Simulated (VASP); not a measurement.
# TiOsC4N4 (P4/mmm) in VASP: a series of runs, part 2 of 2

VASP 6.6.1.

## 3. Single point, PBE

This run uses another cell than the first one, of 16.35 Å³/atom.

Input file INCAR:

```
PREC = Accurate ; ENCUT = 520
EDIFF = 1E-7 ; ISMEAR = 0
SIGMA = 0.1 ; LREAL = False
LASPH = True ; NELM = 100
ALGO = Normal ; ISIF = 2
LWAVE = False ; LCHARG = True
GGA = PE ; LELF = True
LVHAR = True ; NBANDS = 39
```

Input file KPOINTS:

```
regular mesh
0
Gamma
  6 6 12
```

Input file POSCAR:

```
TiOsC4N4
1.0
    7.4366873249      0.0000000000      0.0000000000
    0.0000000000      7.4366873249      0.0000000000
    0.0000000000      0.0000000000      2.9571177240
Ti Os C N
1 1 4 4
Direct
    0.0000000000      0.0000000000      0.0000000000
    0.5000000000      0.5000000000      0.0000000000
    0.2024615446      0.7975384554      0.0000000000
    0.7975384554      0.2024615446      0.0000000000
    0.2024615446      0.2024615446      0.0000000000
    0.7975384554      0.7975384554      0.0000000000
    0.3146132099      0.6853867901      0.0000000000
    0.6853867901      0.3146132099      0.0000000000
    0.3146132099      0.3146132099      0.0000000000
    0.6853867901      0.6853867901      0.0000000000
```

Potentials or basis: VASP PAW PBE potentials, release 64 (Ti_sv, Os, C, N).

Run with:

```sh
$ cat potpaw_PBE.64/Ti_sv/POTCAR potpaw_PBE.64/Os/POTCAR potpaw_PBE.64/C/POTCAR potpaw_PBE.64/N/POTCAR > POTCAR
$ mpirun -np 1 vasp_std > vasp.out
```

OUTCAR:

```text
PREC = Accurate
   ENCUT = 520
   EDIFF = 1E-7
   ISMEAR = 0
   LREAL = False
   LASPH = True
   NELM = 100
   ISIF = 2
   GGA = PE

 ion  position               nearest neighbor table
   1  0.000  0.000  0.000-   3 2.13   4 2.13   5 2.13   6 2.13
   2  0.500  0.500  0.000-   7 1.95   8 1.95   9 1.95  10 1.95
   3  0.202  0.798  0.000-   7 1.18   1 2.13
   4  0.798  0.202  0.000-   8 1.18   1 2.13
   5  0.202  0.202  0.000-   9 1.18   1 2.13
   6  0.798  0.798  0.000-  10 1.18   1 2.13
   7  0.315  0.685  0.000-   3 1.18   2 1.95
   8  0.685  0.315  0.000-   4 1.18   2 1.95
   9  0.315  0.315  0.000-   5 1.18   2 1.95
  10  0.685  0.685  0.000-   6 1.18   2 1.95

  LATTYP: Found a simple tetragonal cell.
 ALAT       =     7.4366873249
 C/A-ratio  =     0.3976391093

  Lattice vectors:

 A1 = (   7.4366873249,   0.0000000000,   0.0000000000)
 A2 = (   0.0000000000,   7.4366873249,   0.0000000000)
 A3 = (   0.0000000000,   0.0000000000,   2.9571177240)

[... 196 lines left out ...]
 Fermi energy:         1.0456578789

 k-point     1 :       0.0000    0.0000    0.0000
  band No.  band energies     occupation
      1     -56.2136      2.00000
      2     -32.4793      2.00000
      3     -32.4793      2.00000
      4     -32.2423      2.00000
      5     -17.4012      2.00000
      6     -17.1360      2.00000
[... 997 lines left out ...]
     38       6.2639      0.00000
     39       6.3072      0.00000

 [... further k-points ...]

------------------------ aborting loop because EDIFF is reached ----------------------------------------

  FORCE on cell =-STRESS in cart. coord.  units (eV):
  Direction    XX          YY          ZZ          XY          YZ          ZX
  --------------------------------------------------------------------------------------
  -------------------------------------------------------------------------------------
  Total        1.0830226      1.0830226     -0.0625990      0.0000000     -0.0000000     -0.0000000
  in kB       10.6101234     10.6101234     -0.6132684      0.0000000     -0.0000000     -0.0000000
  external PRESSURE =       6.8689928 kB  Pullay stress =       0.0000000 kB

 VOLUME and BASIS-vectors are now :
 -----------------------------------------------------------------------------
  energy-cutoff  :      520.00
  volume of cell :      163.54
      direct lattice vectors                 reciprocal lattice vectors
     7.436687325  0.000000000  0.000000000     0.134468475  0.000000000  0.000000000
     0.000000000  7.436687325  0.000000000     0.000000000  0.134468475  0.000000000
     0.000000000  0.000000000  2.957117724     0.000000000  0.000000000  0.338167125

 POSITION                                       TOTAL-FORCE (eV/Angst)
 -----------------------------------------------------------------------------------
      0.00000      0.00000      0.00000        -0.000000     -0.000000     -0.000000
      3.71834      3.71834      0.00000        -0.000000     -0.000000     -0.000000
      1.50564      5.93104      0.00000        -0.200020      0.200020     -0.000000
      5.93104      1.50564      0.00000         0.200020     -0.200020      0.000000
      1.50564      1.50564      0.00000        -0.200020     -0.200020     -0.000000
      5.93104      5.93104      0.00000         0.200020      0.200020      0.000000
      2.33968      5.09701      0.00000         0.104039     -0.104039      0.000000
      5.09701      2.33968      0.00000        -0.104039      0.104039     -0.000000
      2.33968      2.33968      0.00000         0.104039      0.104039     -0.000000
      5.09701      5.09701      0.00000        -0.104039     -0.104039     -0.000000
 -----------------------------------------------------------------------------------
    total drift:                                0.000000      0.000000     -0.000000

  FREE ENERGIE OF THE ION-ELECTRON SYSTEM (eV)
  ---------------------------------------------------
  free  energy   TOTEN  =       -85.0243268750 eV

  energy  without entropy=      -85.0059590465  energy(sigma->0) =      -85.01514296
```

OSZICAR:

```text
N       E                     dE             d eps       ncg     rms          rms(c)
DAV:   1     0.476779374041E+03    0.47678E+03   -0.26497E+04  5460   0.135E+03
DAV:   2    -0.344222701329E+02   -0.51120E+03   -0.48705E+03  6254   0.377E+02
DAV:   3    -0.965745570348E+02   -0.62152E+02   -0.61053E+02  8151   0.128E+02
DAV:   4    -0.992412004827E+02   -0.26666E+01   -0.26389E+01  7936   0.258E+01
DAV:   5    -0.993109364467E+02   -0.69736E-01   -0.69624E-01  7593   0.372E+00    0.400E+01
DAV:   6    -0.887186096767E+02    0.10592E+02   -0.13691E+02  7760   0.515E+01    0.165E+01
DAV:   7    -0.867617384391E+02    0.19569E+01   -0.26021E+01  8183   0.322E+01    0.164E+01
DAV:   8    -0.861720258614E+02    0.58971E+00   -0.48325E+01  8197   0.191E+01    0.118E+01
DAV:   9    -0.852182277503E+02    0.95380E+00   -0.83550E+00  8077   0.892E+00    0.372E+00
DAV:  10    -0.850416568113E+02    0.17657E+00   -0.41126E-01  8520   0.446E+00    0.157E+00
DAV:  11    -0.850253740993E+02    0.16283E-01   -0.11204E-01  8184   0.179E+00    0.700E-01
DAV:  12    -0.850246236376E+02    0.75046E-03   -0.11618E-02  7526   0.640E-01    0.317E-01
DAV:  13    -0.850244653108E+02    0.15833E-03   -0.28316E-03  7755   0.314E-01    0.126E-01
DAV:  14    -0.850243522772E+02    0.11303E-03   -0.11091E-03  7673   0.168E-01    0.480E-02
DAV:  15    -0.850243318743E+02    0.20403E-04   -0.18662E-04  6580   0.904E-02    0.294E-02
DAV:  16    -0.850243300430E+02    0.18313E-05   -0.84952E-06  7012   0.173E-02    0.151E-02
DAV:  17    -0.850243269219E+02    0.31211E-05   -0.95441E-06  7368   0.157E-02    0.420E-03
DAV:  18    -0.850243268750E+02    0.46889E-07   -0.94671E-07  7447   0.428E-03
   1 F= -.85024327E+02 E0= -.85015143E+02  d E =-.183678E-01
```

stdout:

```text
POSCAR found type information on POSCAR TiOsC N
 POSCAR found :  4 types and      10 ions
 scaLAPACK will be used
 LDA part: xc-table for (Slater+PW92), standard interpolation
 POSCAR, INCAR and KPOINTS ok, starting setup
 FFT: planning ... GRIDC
 FFT: planning ... GRID_SOFT
 FFT: planning ... GRID
 WAVECAR not read
 entering main loop
```

It took 5.2 min on 1 thread of AMD EPYC 9R45 (Zen 5), shared host; peak memory 0.52 GiB.

Results:

| Item | Value |
| --- | --- |
| Free energy | -85.0243 eV |
| Pressure | 0.7 GPa |
| Largest force | 0.283 eV/Å |
| Band gap on the k mesh | zero (bands 28 and 29 overlap by 0.80 eV) |

Forces on the atoms (eV/Å):
```
Ti   0.000  0.000  0.000
Os   0.000  0.000  0.000
C   -0.200  0.200  0.000
C    0.200 -0.200  0.000
C   -0.200 -0.200  0.000
C    0.200  0.200  0.000
N    0.104 -0.104  0.000
N   -0.104  0.104  0.000
N    0.104  0.104  0.000
N   -0.104 -0.104  0.000
```

Caveat: spin-orbit coupling is left out, which moves the levels of the heavy elements.

## 4. Single point, PBE, collinear spin

This run uses another cell than the first one, of 16.09 Å³/atom.

Input file INCAR:

```
ALGO     = Normal         # electronic algorithm
EDIFF    = 1E-6           # SCF threshold, eV
ENCUT    = 520            # plane-wave cutoff, eV
GGA      = PE             # functional
ISIF     = 2              # what is computed and relaxed
ISMEAR   = 0              # smearing method
ISPIN    = 2              # spin polarisation
LASPH    = T              # aspherical terms in the spheres
LCHARG   = F              # write CHGCAR
LMAXMIX  = 4              # l up to which the mixer works
LORBIT   = 11             # projections on sites
LREAL    = F              # projectors in reciprocal space
LWAVE    = F              # write WAVECAR
MAGMOM   = 1 1 0 0 0 0 0 0 0 0 # initial moments
NBANDS   = 43             # bands
NELM     = 150            # most SCF steps
PREC     = Accurate       # precision mode
SIGMA    = 0.1            # smearing width, eV
```

Input file KPOINTS:

```
k-points
0
Gamma
  4 4 4
```

Input file POSCAR:

```
TiOsC4N4
1.0
    7.4416084773      0.0000000000      0.0000000000
    0.0000000000      7.4416084773      0.0000000000
    0.0000000000      0.0000000000      2.9060158188
Ti Os C N
1 1 4 4
Direct
    0.0000000000      0.0000000000      0.0000000000
    0.5000000000      0.5000000000      0.0000000000
    0.2025891186      0.7974108814      0.0000000000
    0.7974108814      0.2025891186      0.0000000000
    0.2025891186      0.2025891186      0.0000000000
    0.7974108814      0.7974108814      0.0000000000
    0.3146411583      0.6853588417      0.0000000000
    0.6853588417      0.3146411583      0.0000000000
    0.3146411583      0.3146411583      0.0000000000
    0.6853588417      0.6853588417      0.0000000000
```

Potentials or basis: VASP PAW PBE potentials, release 64 (Ti_sv, Os, C, N).

Run with:

```sh
$ cat potpaw_PBE.64/Ti_sv/POTCAR potpaw_PBE.64/Os/POTCAR potpaw_PBE.64/C/POTCAR potpaw_PBE.64/N/POTCAR > POTCAR
$ mpirun -np 1 vasp_std > vasp.out
```

OUTCAR:

```text
EDIFF = 1E-6
   ENCUT = 520
   GGA = PE
   ISIF = 2
   ISMEAR = 0
   ISPIN = 2
   LASPH = T
   LORBIT = 11
   LREAL = F
   NELM = 150
   PREC = Accurate

 ion  position               nearest neighbor table
   1  0.000  0.000  0.000-   3 2.13   4 2.13   5 2.13   6 2.13
   2  0.500  0.500  0.000-   7 1.95   8 1.95   9 1.95  10 1.95
   3  0.203  0.797  0.000-   7 1.18   1 2.13
   4  0.797  0.203  0.000-   8 1.18   1 2.13
   5  0.203  0.203  0.000-   9 1.18   1 2.13
   6  0.797  0.797  0.000-  10 1.18   1 2.13
   7  0.315  0.685  0.000-   3 1.18   2 1.95
   8  0.685  0.315  0.000-   4 1.18   2 1.95
   9  0.315  0.315  0.000-   5 1.18   2 1.95
  10  0.685  0.685  0.000-   6 1.18   2 1.95

  LATTYP: Found a simple tetragonal cell.
 ALAT       =     7.4416084773
 C/A-ratio  =     0.3905090986

  Lattice vectors:

 A1 = (   7.4416084773,   0.0000000000,   0.0000000000)
 A2 = (   0.0000000000,   7.4416084773,   0.0000000000)
 A3 = (   0.0000000000,   0.0000000000,   2.9060158188)

Analysis of symmetry for initial positions (statically):
=====================================================================
 Subroutine PRICEL returns:
 Original cell was already a primitive cell.

 Routine SETGRP: Setting up the symmetry group for a
 simple tetragonal supercell.

 Subroutine GETGRP returns: Found 16 space group operations
 (whereof 16 operations were pure point group operations)
 out of a pool of 16 trial point group operations.

The static configuration has the point symmetry D_4h.

Analysis of symmetry for dynamics (positions and initial velocities):
=====================================================================
 Subroutine PRICEL returns:
 Original cell was already a primitive cell.

 Routine SETGRP: Setting up the symmetry group for a
 simple tetragonal supercell.

[... 965 lines left out ...]
      2     -32.2962      1.00000
      3     -32.2962      1.00000
      4     -32.0096      1.00000
      5     -17.3213      1.00000
      6     -17.0551      1.00000
[... 763 lines left out ...]
     39       5.9888      0.00000
     40       6.7205      0.00000
 [bands above 40 left out]

------------------------ aborting loop because EDIFF is reached ----------------------------------------

  FORCE on cell =-STRESS in cart. coord.  units (eV):
  Direction    XX          YY          ZZ          XY          YZ          ZX
  --------------------------------------------------------------------------------------
  -------------------------------------------------------------------------------------
  Total        1.1573309      1.1573309     -0.3095175      0.0000000     -0.0000000      0.0000000
  in kB       11.5222297     11.5222297     -3.0815142      0.0000000     -0.0000000      0.0000000
  external PRESSURE =       6.6543151 kB  Pullay stress =       0.0000000 kB

 VOLUME and BASIS-vectors are now :
 -----------------------------------------------------------------------------
  energy-cutoff  :      520.00
  volume of cell :      160.93
      direct lattice vectors                 reciprocal lattice vectors
     7.441608477  0.000000000  0.000000000     0.134379550  0.000000000  0.000000000
     0.000000000  7.441608477  0.000000000     0.000000000  0.134379550  0.000000000
     0.000000000  0.000000000  2.906015819     0.000000000  0.000000000  0.344113750

 POSITION                                       TOTAL-FORCE (eV/Angst)
 -----------------------------------------------------------------------------------
      0.00000      0.00000      0.00000         0.000000      0.000000     -0.000000
      3.72080      3.72080      0.00000         0.000000      0.000000     -0.000000
      1.50759      5.93402      0.00000        -0.203546      0.203546     -0.000000
      5.93402      1.50759      0.00000         0.203546     -0.203546      0.000000
      1.50759      1.50759      0.00000        -0.203546     -0.203546     -0.000000
      5.93402      5.93402      0.00000         0.203546      0.203546     -0.000000
      2.34144      5.10017      0.00000         0.103145     -0.103145      0.000000
      5.10017      2.34144      0.00000        -0.103145      0.103145     -0.000000
      2.34144      2.34144      0.00000         0.103145      0.103145     -0.000000
      5.10017      5.10017      0.00000        -0.103145     -0.103145     -0.000000
 -----------------------------------------------------------------------------------
    total drift:                                0.000000     -0.000000     -0.000000

  FREE ENERGIE OF THE ION-ELECTRON SYSTEM (eV)
  ---------------------------------------------------
  free  energy   TOTEN  =       -85.1927075733 eV

  energy  without entropy=      -85.1775183156  energy(sigma->0) =      -85.18511294

 total charge

# of ion       s       p       d       tot
------------------------------------------
    1        2.205   6.188   1.805  10.198
    2        0.644   0.812   5.983   7.439
    3        0.958   1.617   0.000   2.575
    4        0.958   1.617   0.000   2.575
    5        0.958   1.617   0.000   2.575
    6        0.958   1.617   0.000   2.575
    7        1.294   2.615   0.000   3.910
    8        1.294   2.615   0.000   3.910
    9        1.294   2.615   0.000   3.910
   10        1.294   2.615   0.000   3.910
--------------------------------------------------
tot         11.858  23.931   7.788  43.577

 magnetization (x)

# of ion       s       p       d       tot
------------------------------------------
    1        0.009   0.013   0.172   0.193
    2       -0.000  -0.000  -0.019  -0.020
    3       -0.001  -0.003   0.000  -0.004
    4       -0.001  -0.003   0.000  -0.004
    5       -0.001  -0.003   0.000  -0.004
    6       -0.001  -0.003   0.000  -0.004
    7        0.000   0.004   0.000   0.004
    8        0.000   0.004   0.000   0.004
    9        0.000   0.004   0.000   0.004
   10        0.000   0.004   0.000   0.004
--------------------------------------------------
tot          0.006   0.017   0.152   0.175
```

OSZICAR:

```text
N       E                     dE             d eps       ncg     rms          rms(c)
DAV:   1     0.468710921303E+03    0.46871E+03   -0.26339E+04  3096   0.123E+03
DAV:   2    -0.372823565290E+02   -0.50599E+03   -0.47558E+03  3451   0.348E+02
[... 11 lines left out ...]
DAV:  14    -0.851927204545E+02   -0.21659E-03   -0.13901E-03  4122   0.142E-01    0.106E-01
DAV:  15    -0.851927065843E+02    0.13870E-04   -0.63642E-04  4000   0.102E-01    0.521E-02
DAV:  16    -0.851927109593E+02   -0.43750E-05   -0.49926E-05  3919   0.359E-02    0.301E-02
DAV:  17    -0.851927104760E+02    0.48330E-06   -0.35565E-05  3527   0.217E-02    0.150E-02
DAV:  18    -0.851927083456E+02    0.21303E-05   -0.43974E-06  3580   0.963E-03    0.823E-03
DAV:  19    -0.851927075733E+02    0.77239E-06   -0.78841E-07  2094   0.440E-03
   1 F= -.85192708E+02 E0= -.85185113E+02  d E =-.151893E-01  mag=     0.2653
```

Wall time 3 min (1 thread of AMD EPYC 9R45 (Zen 5), shared host); peak memory 0.42 GiB.

What came out:

| Quantity | Value |
| --- | --- |
| Free energy | -85.1927 eV |
| Pressure | 0.7 GPa |
| Largest force | 0.288 eV/Å |
| Net moment | 0.27 μB per cell |
| Site moments | Ti +0.19; Os -0.02; C -0.00; N +0.00 μB |
| Valence electrons inside the program's atomic spheres | Ti 10.20; Os 7.44; C 2.58; N 3.91 |

Forces on the atoms (eV/Å):
```
Ti   0.000  0.000  0.000
Os   0.000  0.000  0.000
C   -0.204  0.204  0.000
C    0.204 -0.204  0.000
C   -0.204 -0.204  0.000
C    0.204  0.204  0.000
N    0.103 -0.103  0.000
N   -0.103  0.103  0.000
N    0.103  0.103  0.000
N   -0.103 -0.103  0.000
```

Stress tensor (GPa, compression positive):
```
 1.15  0.00  0.00
 0.00  1.15  0.00
 0.00  0.00 -0.31
```

Levels at points of the mesh, in eV from the Fermi level:
Spin up:
| k point | band 25 | band 26 | band 27 | band 28 | band 29 | band 30 | band 31 | band 32 |
| --- | --- | --- | --- | --- | --- | --- | --- | --- |
| (0.00, 0.00, 0.00) | -2.65 | -1.91 | -1.38 | 0.22 | 0.22 | 1.05 | 1.87 | 1.87 |
| (0.50, 0.00, 0.00) | -2.72 | -1.37 | -0.87 | 0.02 | 0.31 | 0.37 | 1.67 | 1.70 |
| (0.50, 0.50, 0.00) | -2.71 | -1.38 | -0.58 | 0.22 | 0.22 | 0.31 | 1.87 | 1.87 |
| (0.00, 0.00, 0.50) | -2.27 | -2.27 | -1.27 | 0.02 | 0.10 | 0.10 | 1.34 | 2.89 |
| (0.50, 0.00, 0.50) | -2.20 | -1.79 | -0.88 | -0.52 | -0.44 | 0.54 | 1.79 | 2.59 |
| (0.50, 0.50, 0.50) | -2.27 | -2.27 | -0.25 | 0.10 | 0.10 | 0.75 | 0.88 | 1.58 |
Spin down:
```tsv
k point	band 24	band 25	band 26	band 27	band 28	band 29	band 30	band 31	band 32	band 33
(0.00, 0.00, 0.00)	-2.91	-2.64	-1.90	-0.85	0.21	0.21	1.13	1.97	1.97	3.68
(0.50, 0.00, 0.00)	-2.92	-2.71	-0.88	-0.85	0.10	0.30	0.35	1.77	1.81	4.23
(0.50, 0.50, 0.00)	-2.85	-2.70	-0.85	-0.59	0.21	0.21	0.40	1.97	1.97	3.60
(0.00, 0.00, 0.50)	-3.14	-2.26	-2.26	-1.26	0.11	0.21	0.21	1.42	2.91	3.28
(0.50, 0.00, 0.50)	-3.07	-2.20	-1.81	-0.76	-0.45	-0.38	0.63	1.94	2.64	2.96
(0.50, 0.50, 0.50)	-2.85	-2.25	-2.25	-0.26	0.21	0.21	0.84	1.03	1.58	2.89
```

Caveat: the k points lie up to 0.54 Å⁻¹ apart; spin-orbit coupling is left out, which moves the levels of the heavy elements.

## 5. Summary

```csv
spin,cell,k mesh,gap on the mesh (eV),pressure (GPa),moment (μB),largest force (eV/Å)
collinear,"a = 7.203, b = 7.203, c = 4.336 Å, 10 atoms, atomic positions A",4 × 4 × 4,none,5.4,0.45,2.86
off,"a = 7.437, b = 7.437, c = 2.957 Å, 10 atoms, atomic positions B",6 × 6 × 12,none,0.7,-,0.28
collinear,"a = 7.442, b = 7.442, c = 2.906 Å, 10 atoms, atomic positions C",4 × 4 × 4,none,0.7,0.27,0.29
```

Alike in all rows: task single point; level PBE; potentials or basis VASP PAW PBE potentials, release 64 (Ti_sv, Os, C, N); cutoff (eV) 520; smearing gaussian 0.1 eV.

Caveats: some runs use coarse meshes; spin-orbit coupling is left out, which moves the levels of the heavy elements; a moment this small can come from the mesh or the smearing (at least some runs); forces of over 1 eV/Å act on the atoms, so gaps and moduli don't describe the material at rest (at least some runs).

Absolute energies hang on the potentials; compare differences alone.
